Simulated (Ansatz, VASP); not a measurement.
# NaCl in VASP and in Ansatz

```
Na Cl
1.0
     0.00000    2.97062    2.74433
     2.97062    0.00000    2.74433
     2.97062    2.97062    0.00000
Na Cl
1 1
Direct
  0.00000 0.00000 0.00000
  0.50000 0.50000 0.50000
```

Change from the starting cell: epitaxial_xy strain +6.0%.

Alike in both runs: task single point; functional r2SCAN; k mesh 8 × 8 × 8; no spin polarisation.

```csv
,VASP,Ansatz
version,VASP 6.6.1,Ansatz 0.2.0
potentials or method,"VASP PAW PBE potentials, release 64 (Na_pv, Cl)","plane waves, PAW"
plane-wave cutoff (eV),520,500
occupations,"gaussian, width 0.01 eV",fixed
valence electrons in the cell,14,16
```

Ansatz gave:

| Quantity | Value |
| --- | --- |
| gap on the k mesh at the Fermi level (eV) | 5.58 |
| pressure (GPa) | -1.7 |
| traceless stress, the component that is largest in VASP (GPa) | 1.74 |

Estimate VASP's values.

gap on the k mesh at the Fermi level (eV): 5.60; pressure (GPa): -1.9; traceless stress, the component that is largest in VASP (GPa): 1.71.

VASP's potentials were made for PBE, not for r2SCAN. VASP's potentials hold 14 valence electrons a cell and Ansatz's 16, so a difference there can come from the potentials and not from the codes.
